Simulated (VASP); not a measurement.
# BeTe (F-43m) in VASP: a series of runs

BeTe is run at these levels: r2SCAN; tasks: single point.

Everything below comes from runs of VASP 6.6.1. Logs are shortened: lines on timing, memory, paths and dates and some standing lists are left out, and cuts for length are marked.

### Step 1. The cell of the first run

It takes space group F-43m (No. 216, cubic). Conventional cell: a = 5.546 Å, b = 5.546 Å, c = 5.546 Å, α = 90.00°, β = 90.00°, γ = 90.00°. Be (site symmetry -43m) has 4 Te at 2.40 Å within 3.2 Å. Within 3.2 Å of Te (site symmetry -43m) lie 4 Be at 2.40 Å.

### Step 2. Single point, r2SCAN

File POSCAR:

```
BeTe
1.0
    2.7728313035      2.7728313035      0.0000000000
   -2.7728313035      2.7728313035      0.0000000000
    0.0000000000      2.7728313035      2.7728313035
Be Te
1 1
Direct
    0.0000000000      0.0000000000      0.0000000000
    0.7500000000      0.2500000000      0.5000000000
```

File INCAR.step1:

```
PREC = Accurate
ENCUT = 520
ISMEAR = 0
SIGMA = 0.01
LREAL = False
LASPH = True
NELM = 100
NBANDS = 11
GGA = PE
ALGO = Normal
EDIFF = 1E-4
LWAVE = True
LCHARG = False
```

File INCAR.step2:

```
PREC = Accurate
ENCUT = 520
EDIFF = 1E-6
ISMEAR = 0
SIGMA = 0.01
LREAL = False
LASPH = True
NELM = 100
ALGO = Normal
ISIF = 2
LWAVE = False
LCHARG = False
METAGGA = R2SCAN
LMIXTAU = True
NBANDS = 11
ISTART = 1
```

File KPOINTS:

```
regular mesh
0
Gamma
  8 8 8
```

Potentials or basis: VASP PAW PBE potentials, release 64 (Be, Te).

The run is started by

```sh
$ cat potpaw_PBE.64/Be/POTCAR potpaw_PBE.64/Te/POTCAR > POTCAR
$ cp INCAR.step1 INCAR
$ mpirun -np 1 vasp_std > vasp.out
$ cp INCAR.step2 INCAR
$ mpirun -np 1 vasp_std > vasp.out
```

OUTCAR:

```text
PREC = Accurate
   ENCUT = 520
   EDIFF = 1E-6
   ISMEAR = 0
   LREAL = False
   LASPH = True
   NELM = 100
   ISIF = 2
   METAGGA = R2SCAN
   ISTART = 1

 ion  position               nearest neighbor table
   1  0.000  0.000  0.000-   2 2.40   2 2.40   2 2.40   2 2.40
   2  0.750  0.250  0.500-   1 2.40   1 2.40   1 2.40   1 2.40

  LATTYP: Found a face centered cubic cell.
 ALAT       =     5.5456626070

  Lattice vectors:

 A1 = (   0.0000000000,   2.7728313035,   2.7728313035)
 A2 = (   2.7728313035,   0.0000000000,   2.7728313035)
 A3 = (   2.7728313035,   2.7728313035,   0.0000000000)

Analysis of symmetry for initial positions (statically):
=====================================================================
 Subroutine PRICEL returns:
 Original cell was already a primitive cell.

 Routine SETGRP: Setting up the symmetry group for a
 face centered cubic supercell.

 Subroutine GETGRP returns: Found 24 space group operations
 (whereof 24 operations were pure point group operations)
 out of a pool of 48 trial point group operations.

The static configuration has the point symmetry T_d .

Analysis of symmetry for dynamics (positions and initial velocities):
=====================================================================
 Subroutine PRICEL returns:
 Original cell was already a primitive cell.

 Routine SETGRP: Setting up the symmetry group for a
 face centered cubic supercell.

 Subroutine GETGRP returns: Found 24 space group operations
 (whereof 24 operations were pure point group operations)
 out of a pool of 48 trial point group operations.

The dynamic configuration has the point symmetry T_d .

 Subroutine INISYM returns: Found 24 space group operations
 (whereof 24 operations are pure point group operations),
 and found     1 'primitive' translations

----------------------------------------------------------------------------------------

                                     Primitive cell

  volume of cell :      42.6383

  direct lattice vectors                    reciprocal lattice vectors
     2.772831303  2.772831303  0.000000000     0.180321103  0.180321103 -0.180321103
    -2.772831303  2.772831303  0.000000000    -0.180321103  0.180321103 -0.180321103
     0.000000000  2.772831303  2.772831303     0.000000000  0.000000000  0.360642207

  length of vectors
     3.921375636  3.921375636  3.921375636     0.312325313  0.312325313  0.360642207

  position of ions in fractional coordinates (direct lattice)
     0.000000000  0.000000000  0.000000000
[... 81 lines left out ...]
   NSW    =      0    number of steps for IOM
   IBRION =     -1    ionic relax: 0-MD 1-quasi-New 2-CG
   NFREE  =      0    steps in history (QN), initial steepest desc. (CG)
   ISIF   =      2    stress and relaxation
   ISYM   =      2    0-nonsym 1-usesym 2-fastsym
   POTIM  = 0.5000    time-step for ionic-motion
   TEBEG  =    0.0;   TEEND  =   0.0 temperature during run
   PSTRESS=    0.0 pullay stress
   NELECT =       8.0000    total number of electrons
   NUPDOWN=      -1.0000    fix difference up-down
   EMIN   =  10.00;   EMAX   =-10.00  energy-range for DOS
   EFERMI =   0.00;   METHOD = LEGACY
   ISMEAR =     0;   SIGMA  =   0.01  broadening in eV -4-tet -1-fermi 0-gaus
   EFERMI_NEDOS =   21; number of points for ismear=-14 and -15
   IALGO  =     38    algorithm
   IMIX   =      4    mixing-type and parameters
     AMIX     =   0.40;   BMIX     =  1.00
     AMIX_MAG =   1.60;   BMIX_MAG =  1.00
  volume/ion in A,a.u.               =      21.32       143.87
  Fermi-wavevector in a.u.,A,eV,Ry     =   0.937212  1.771075 11.950911  0.878367
  Thomas-Fermi vector in A             =   2.064301
   LORBIT       =      0    0 simple, 1 ext, 2 COOP (PROOUT), +10 PAW based schemes
   METAGGA = R2SCAN    functional components
   LHFCALC =     F    Hartree Fock is set to
   AEXX    =    0.0000 exact exchange contribution
   IVDW    =     0    specifies the selected vdW correction
   LEPSILON=     F    determine dielectric tensor
   LRPA    =     F    only Hartree local field effects (RPA)
 non-spin polarized calculation
 Gauss-broadening in eV      SIGMA  =   0.01
  energy-cutoff  :      520.00
  volume of cell :       42.64
 maximum number of plane-waves:      1174
 NGX is ok and might be reduce to    30
   NGX = 15   NGY = 15   NGZ = 15

 number of electron       8.0000000 magnetization

 Free energy of the ion-electron system (eV)
  ---------------------------------------------------
  ext. energy  EPLUGINS =         0.00000000
  ---------------------------------------------------
  free energy    TOTEN  =       -30.65028422 eV

  energy without entropy =      -30.65028422  energy(sigma->0) =      -30.65028422

 E-fermi :   5.5396     XC(G=0):  -9.6749

 val. band max:        5.4777707921   @ k =   0.0000   0.0000   0.0000
 cond. band min:       7.6934293672   @ k =   0.5000   0.5000   0.0000
 fundamental gap:      2.2156585751
 Fermi energy:         5.5395695790

 k-point     1 :       0.0000    0.0000    0.0000
  band No.  band energies     occupation
      1      -7.6438      2.00000
      2       5.4778      2.00000
      3       5.4778      2.00000
      4       5.4778      2.00000
      5       9.4408      0.00000
      6       9.4408      0.00000
      7       9.4408      0.00000
      8      10.3610      0.00000
      9      14.6021      0.00000
     10      16.3131      0.00000
     11      16.3132      0.00000
[... 309 lines left out ...]
 k-point    24 :       0.5000    0.2500    0.1250
  band No.  band energies     occupation
      1      -5.7921      2.00000
      2      -0.1430      2.00000
      3       2.3042      2.00000
      4       3.3637      2.00000
      5      10.1282      0.00000
      6      10.3456      0.00000
      7      12.9078      0.00000
      8      14.0622      0.00000
      9      14.6320      0.00000
     10      17.9324      0.00000
     11      18.3717      0.00000

 [... further k-points ...]
[... 5 lines left out ...]
  --------------------------------------------------------------------------------------
  -------------------------------------------------------------------------------------
  Total        1.1201130      1.1201130      1.1201130     -0.0000000     -0.0000000      0.0000000
  in kB       42.0893373     42.0893373     42.0893373     -0.0000000     -0.0000000      0.0000000
  external PRESSURE =      42.0893373 kB  Pullay stress =       0.0000000 kB

 VOLUME and BASIS-vectors are now :
 -----------------------------------------------------------------------------
  energy-cutoff  :      520.00
  volume of cell :       42.64
      direct lattice vectors                 reciprocal lattice vectors
     2.772831303  2.772831303  0.000000000     0.180321103  0.180321103 -0.180321103
    -2.772831303  2.772831303  0.000000000    -0.180321103  0.180321103 -0.180321103
     0.000000000  2.772831303  2.772831303     0.000000000  0.000000000  0.360642207

 POSITION                                       TOTAL-FORCE (eV/Angst)
 -----------------------------------------------------------------------------------
      0.00000      0.00000      0.00000        -0.000000     -0.000000      0.000000
      1.38642      4.15925      1.38642         0.000000      0.000000      0.000000
 -----------------------------------------------------------------------------------
    total drift:                               -0.000000      0.000000      0.000000

  FREE ENERGIE OF THE ION-ELECTRON SYSTEM (eV)
  ---------------------------------------------------
  free  energy   TOTEN  =       -30.6502842188 eV

  energy  without entropy=      -30.6502842188  energy(sigma->0) =      -30.65028422
```

Run time: 37 s. Hardware: 1 thread of Intel Xeon Platinum 8559C (Emerald Rapids), shared host; peak memory 0.17 GiB.

What came out:

```
Free energy            : -30.6503 eV
Pressure               : 4.2 GPa
Band gap on the k mesh : 2.22 eV, indirect (least direct gap 3.96 eV)
```

Levels at points of the mesh, in eV from the valence-band top:
| k point | band 1 | band 2 | band 3 | band 4 | band 5 | band 6 | band 7 | band 8 |
| --- | --- | --- | --- | --- | --- | --- | --- | --- |
| (0.00, 0.00, 0.00) | -13.12 | 0.00 | 0.00 | 0.00 | 3.96 | 3.96 | 3.96 | 4.88 |
| (0.50, 0.00, 0.00) | -11.55 | -6.08 | -1.26 | -1.26 | 3.68 | 4.98 | 4.98 | 8.46 |
| (0.50, 0.50, 0.00) | -10.97 | -5.61 | -2.93 | -2.93 | 2.22 | 2.92 | 10.87 | 10.87 |

Caveat: the PAW data sets were made with another functional, which shifts forces and pressure a little; spin-orbit coupling is left out, which moves the levels of the heavy elements.

### Step 3. Single point, r2SCAN

POSCAR is that of step 2.

File INCAR.step1:

```
SYSTEM = BeTe
PREC = Accurate ; ENCUT = 520
ISMEAR = 0 ; SIGMA = 0.01
LREAL = .FALSE. ; LASPH = .TRUE.
NELM = 80 ; NBANDS = 11
GGA = PE ; ALGO = Normal
EDIFF = 1E-4 ; LWAVE = .TRUE.
LCHARG = .FALSE.
```

File INCAR.step2:

```
SYSTEM = BeTe
PREC = Accurate ; ENCUT = 520
EDIFF = 1E-6 ; ISMEAR = 0
SIGMA = 0.01 ; LREAL = .FALSE.
LASPH = .TRUE. ; NELM = 80
ALGO = Normal ; ISIF = 2
LWAVE = .FALSE. ; LCHARG = .FALSE.
METAGGA = R2SCAN ; LMIXTAU = .TRUE.
NBANDS = 11 ; ISTART = 1
```

File KPOINTS:

```
Automatic mesh
0
G
  8 8 8
  0 0 0
```

Potentials or basis: VASP PAW PBE potentials, release 64 (Be, Te).

The run is started by

```sh
$ cat potpaw_PBE.64/Be/POTCAR potpaw_PBE.64/Te/POTCAR > POTCAR
$ cp INCAR.step1 INCAR
$ mpirun -np 1 vasp_std > vasp.out
$ cp INCAR.step2 INCAR
$ mpirun -np 1 vasp_std > vasp.out
```

OUTCAR:

```text
SYSTEM = BeTe
   PREC = Accurate
   ENCUT = 520
   EDIFF = 1E-6
   ISMEAR = 0
   LREAL = .FALSE.
   LASPH = .TRUE.
   NELM = 80
   ISIF = 2
   METAGGA = R2SCAN
   ISTART = 1

 ion  position               nearest neighbor table
   1  0.000  0.000  0.000-   2 2.40   2 2.40   2 2.40   2 2.40
   2  0.750  0.250  0.500-   1 2.40   1 2.40   1 2.40   1 2.40

  LATTYP: Found a face centered cubic cell.
 ALAT       =     5.5456626070

  Lattice vectors:

 A1 = (   0.0000000000,   2.7728313035,   2.7728313035)
 A2 = (   2.7728313035,   0.0000000000,   2.7728313035)
 A3 = (   2.7728313035,   2.7728313035,   0.0000000000)

Analysis of symmetry for initial positions (statically):
=====================================================================
 Subroutine PRICEL returns:
 Original cell was already a primitive cell.

 Routine SETGRP: Setting up the symmetry group for a
 face centered cubic supercell.

 Subroutine GETGRP returns: Found 24 space group operations
 (whereof 24 operations were pure point group operations)
 out of a pool of 48 trial point group operations.

The static configuration has the point symmetry T_d .

Analysis of symmetry for dynamics (positions and initial velocities):
=====================================================================
 Subroutine PRICEL returns:
 Original cell was already a primitive cell.

 Routine SETGRP: Setting up the symmetry group for a
 face centered cubic supercell.

 Subroutine GETGRP returns: Found 24 space group operations
 (whereof 24 operations were pure point group operations)
 out of a pool of 48 trial point group operations.

The dynamic configuration has the point symmetry T_d .

 Subroutine INISYM returns: Found 24 space group operations
 (whereof 24 operations are pure point group operations),
 and found     1 'primitive' translations

----------------------------------------------------------------------------------------

                                     Primitive cell

  volume of cell :      42.6383

  direct lattice vectors                    reciprocal lattice vectors
     2.772831303  2.772831303  0.000000000     0.180321103  0.180321103 -0.180321103
    -2.772831303  2.772831303  0.000000000    -0.180321103  0.180321103 -0.180321103
     0.000000000  2.772831303  2.772831303     0.000000000  0.000000000  0.360642207

  length of vectors
     3.921375636  3.921375636  3.921375636     0.312325313  0.312325313  0.360642207

  position of ions in fractional coordinates (direct lattice)
     0.000000000  0.000000000  0.000000000
     0.750000000  0.250000000  0.500000000

  ion indices of the primitive-cell ions
   primitive index   ion index
                 1           1
                 2           2

----------------------------------------------------------------------------------------

 KPOINTS: Automatic mesh

Automatic generation of k-mesh.
 Grid dimensions read from file:
 generate k-points for:    8    8    8

 Generating k-lattice:

  Cartesian coordinates                     Fractional coordinates (reciprocal lattice)
     0.022540138  0.022540138 -0.022540138     0.125000000  0.000000000  0.000000000
    -0.022540138  0.022540138 -0.022540138     0.000000000  0.125000000  0.000000000
     0.000000000  0.000000000  0.045080276     0.000000000  0.000000000  0.125000000

  Length of vectors
     0.039040664  0.039040664  0.045080276

  Shift w.r.t. Gamma in fractional coordinates (k-lattice)
     0.000000000  0.000000000  0.000000000

 Subroutine IBZKPT returns following result:
 ===========================================

 Found     29 irreducible k-points:

 Following reciprocal coordinates:
            Coordinates               Weight
  0.000000  0.000000  0.000000      1.000000
  0.125000  0.000000  0.000000      8.000000
  0.250000  0.000000  0.000000      8.000000
  0.375000  0.000000  0.000000      8.000000
  0.500000  0.000000  0.000000      4.000000
  0.125000  0.125000  0.000000     12.000000
[... 16 lines left out ...]
  0.375000  0.250000  0.125000     48.000000
  0.500000  0.250000  0.125000     24.000000
 [... further k-points ...]
   k-points           NKPTS =     29   k-points in BZ     NKDIM =     29   number of bands    NBANDS=     11
   number of dos      NEDOS =    301   number of ions     NIONS =      2
   total plane-waves  NPLWV =  27000
   dimension x,y,z NGX =    30 NGY =   30 NGZ =   30
   dimension x,y,z NGXF=    60 NGYF=   60 NGZF=   60
   ions per type =               1   1
   NGX,Y,Z   is equivalent  to a cutoff of  12.72, 12.72, 12.72 a.u.
   NGXF,Y,Z  is equivalent  to a cutoff of  25.44, 25.44, 25.44 a.u.
 SYSTEM =  BeTe
   PREC   = accura    normal or accurate (medium, high low for compatibility)
   ISTART =      1    job   : 0-new  1-cont  2-samecut
   ICHARG =      0    charge: 1-file 2-atom 10-const
   ISPIN  =      1    spin polarized calculation?
   LNONCOLLINEAR =      F non collinear calculations
   LSORBIT =      F    spin-orbit coupling
   LASPH  =      T    aspherical Exc in radial PAW
   ENCUT  =  520.0 eV  38.22 Ry    6.18 a.u.   7.29  7.29  7.29*2*pi/ulx,y,z
   NELM   =     80;   NELMIN=  2; NELMDL=  0     # of ELM steps
   EDIFF  = 0.1E-05   stopping-criterion for ELM
   LREAL  =      F    real-space projection
   EDIFFG = 0.1E-04   stopping-criterion for IOM
   NSW    =      0    number of steps for IOM
   IBRION =     -1    ionic relax: 0-MD 1-quasi-New 2-CG
   NFREE  =      0    steps in history (QN), initial steepest desc. (CG)
   ISIF   =      2    stress and relaxation
   ISYM   =      2    0-nonsym 1-usesym 2-fastsym
   POTIM  = 0.5000    time-step for ionic-motion
   TEBEG  =    0.0;   TEEND  =   0.0 temperature during run
   PSTRESS=    0.0 pullay stress
   NELECT =       8.0000    total number of electrons
   NUPDOWN=      -1.0000    fix difference up-down
   EMIN   =  10.00;   EMAX   =-10.00  energy-range for DOS
   EFERMI =   0.00;   METHOD = LEGACY
   ISMEAR =     0;   SIGMA  =   0.01  broadening in eV -4-tet -1-fermi 0-gaus
   EFERMI_NEDOS =   21; number of points for ismear=-14 and -15
   IALGO  =     38    algorithm
   IMIX   =      4    mixing-type and parameters
     AMIX     =   0.40;   BMIX     =  1.00
     AMIX_MAG =   1.60;   BMIX_MAG =  1.00
  volume/ion in A,a.u.               =      21.32       143.87
  Fermi-wavevector in a.u.,A,eV,Ry     =   0.937212  1.771075 11.950911  0.878367
  Thomas-Fermi vector in A             =   2.064301
   LORBIT       =      0    0 simple, 1 ext, 2 COOP (PROOUT), +10 PAW based schemes
   METAGGA = R2SCAN    functional components
   LHFCALC =     F    Hartree Fock is set to
   AEXX    =    0.0000 exact exchange contribution
   IVDW    =     0    specifies the selected vdW correction
   LEPSILON=     F    determine dielectric tensor
   LRPA    =     F    only Hartree local field effects (RPA)
 non-spin polarized calculation
 Gauss-broadening in eV      SIGMA  =   0.01
  energy-cutoff  :      520.00
  volume of cell :       42.64
 maximum number of plane-waves:      1174
 NGX is ok and might be reduce to    30
   NGX = 15   NGY = 15   NGZ = 15

 number of electron       8.0000000 magnetization

 Free energy of the ion-electron system (eV)
  ---------------------------------------------------
  ext. energy  EPLUGINS =         0.00000000
  ---------------------------------------------------
  free energy    TOTEN  =       -30.65028422 eV

  energy without entropy =      -30.65028422  energy(sigma->0) =      -30.65028422

 E-fermi :   5.5396     XC(G=0):  -9.6749

 val. band max:        5.4777707921   @ k =   0.0000   0.0000   0.0000
 cond. band min:       7.6934293672   @ k =   0.5000   0.5000   0.0000
 fundamental gap:      2.2156585751
 Fermi energy:         5.5395695790

 k-point     1 :       0.0000    0.0000    0.0000
  band No.  band energies     occupation
      1      -7.6438      2.00000
      2       5.4778      2.00000
      3       5.4778      2.00000
      4       5.4778      2.00000
      5       9.4408      0.00000
      6       9.4408      0.00000
      7       9.4408      0.00000
      8      10.3610      0.00000
      9      14.6021      0.00000
     10      16.3131      0.00000
     11      16.3132      0.00000
[... 309 lines left out ...]
 k-point    24 :       0.5000    0.2500    0.1250
  band No.  band energies     occupation
      1      -5.7921      2.00000
      2      -0.1430      2.00000
      3       2.3042      2.00000
      4       3.3637      2.00000
      5      10.1282      0.00000
      6      10.3456      0.00000
      7      12.9078      0.00000
      8      14.0622      0.00000
      9      14.6320      0.00000
     10      17.9324      0.00000
     11      18.3717      0.00000

 [... further k-points ...]
[... 5 lines left out ...]
  --------------------------------------------------------------------------------------
  -------------------------------------------------------------------------------------
  Total        1.1201130      1.1201130      1.1201130     -0.0000000     -0.0000000      0.0000000
  in kB       42.0893373     42.0893373     42.0893373     -0.0000000     -0.0000000      0.0000000
  external PRESSURE =      42.0893373 kB  Pullay stress =       0.0000000 kB

 VOLUME and BASIS-vectors are now :
 -----------------------------------------------------------------------------
  energy-cutoff  :      520.00
  volume of cell :       42.64
      direct lattice vectors                 reciprocal lattice vectors
     2.772831303  2.772831303  0.000000000     0.180321103  0.180321103 -0.180321103
    -2.772831303  2.772831303  0.000000000    -0.180321103  0.180321103 -0.180321103
     0.000000000  2.772831303  2.772831303     0.000000000  0.000000000  0.360642207

 POSITION                                       TOTAL-FORCE (eV/Angst)
 -----------------------------------------------------------------------------------
      0.00000      0.00000      0.00000        -0.000000     -0.000000      0.000000
      1.38642      4.15925      1.38642         0.000000      0.000000      0.000000
 -----------------------------------------------------------------------------------
    total drift:                               -0.000000      0.000000      0.000000

  FREE ENERGIE OF THE ION-ELECTRON SYSTEM (eV)
  ---------------------------------------------------
  free  energy   TOTEN  =       -30.6502842188 eV

  energy  without entropy=      -30.6502842188  energy(sigma->0) =      -30.65028422
```

Run time: 35 s. Hardware: 1 thread of Intel Xeon Platinum 8559C (Emerald Rapids), shared host; peak memory 0.17 GiB.

Results:

```
Free energy            : -30.6503 eV
Pressure               : 4.2 GPa
Band gap on the k mesh : 2.22 eV, indirect (least direct gap 3.96 eV)
```

Caveat: the PAW data sets were made with another functional, which shifts forces and pressure a little; spin-orbit coupling is left out, which moves the levels of the heavy elements. A k mesh can miss the band edges.
